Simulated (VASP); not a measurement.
Runs of VASP 6.6.1 on Y. The structure is that of space group P6_3/mmc (No. 194), or close to it. The cells are those of the table. 

```tsv
task	cell	cutoff (eV)	smearing	gap on the mesh (eV)	pressure (GPa)	relaxed volume (Å³/atom)
single point	a = 3.548, b = 3.548, c = 5.494 Å, angles 90.0, 90.0, 120.0°, 2 atoms	520	gaussian 0.1 eV	none	-0.1	-
relaxation of cell and atoms	relaxed from a = 3.548, b = 3.548, c = 5.494 Å, angles 90.0, 90.0, 120.0°, 2 atoms	600	gaussian 0.1 eV	none	0.0	29.86
relaxation of cell and atoms	relaxed from a = 3.548, b = 3.548, c = 5.494 Å, angles 90.0, 90.0, 120.0°, 2 atoms	600	fermi-dirac 0.15 eV	none	0.0	(a)
single point	a = 3.538, b = 3.538, c = 5.549 Å, angles 90.0, 90.0, 120.0°, 2 atoms	520	fermi-dirac 0.15 eV	none	-0.1	-
```

Alike in all rows: level LDA; potentials or basis VASP PAW LDA potentials, release 64 (Y_sv); no spin polarisation; k mesh 12 × 12 × 6.

Question: Estimate the missing entries.

Answer: (a) 29.98.

A k mesh can miss the band edges, and the runs leave out spin-orbit coupling on Y.

A gap of «none» marks levels without a gap at the run's occupations.
